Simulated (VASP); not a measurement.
A run of VASP 6.6.1 is set up as follows.

Contents of INCAR:

```
PREC = Accurate
ENCUT = 520
EDIFF = 1E-6
ISMEAR = 0
SIGMA = 0.1
LREAL = F
LASPH = T
NELM = 60
ALGO = Normal
ISIF = 2
LWAVE = F
LCHARG = F
GGA = PE
NBANDS = 20
```

File KPOINTS:

```
regular mesh
0
Gamma
  14 14 14
```

File POSCAR:

```
SnO2
1.0
    0.0000000000      2.5719822669      2.5719822669
    2.5719822669      0.0000000000      2.5719822669
    2.5719822669      2.5719822669      0.0000000000
Sn O
1 2
Direct
    0.0000000000      0.0000000000      0.0000000000
    0.2500000000      0.2500000000      0.2500000000
    0.7500000000      0.7500000000      0.7500000000
```

Potentials or basis: VASP PAW PBE potentials, release 64 (Sn_d, O).

Run with:

```sh
$ cat potpaw_PBE.64/Sn_d/POTCAR potpaw_PBE.64/O/POTCAR > POTCAR
$ mpirun -np 1 vasp_std > vasp.out
```

**Question.** Predict the band gap on the k mesh.

**Answer.** Zero (bands 13 and 14 overlap by 0.16 eV).

**Question.** Predict the pressure.

**Answer.** 0.5 GPa.

Caveat: semilocal functionals underestimate gaps, and a narrow one can read as zero; spin-orbit coupling is left out, which moves the levels of the heavy elements.
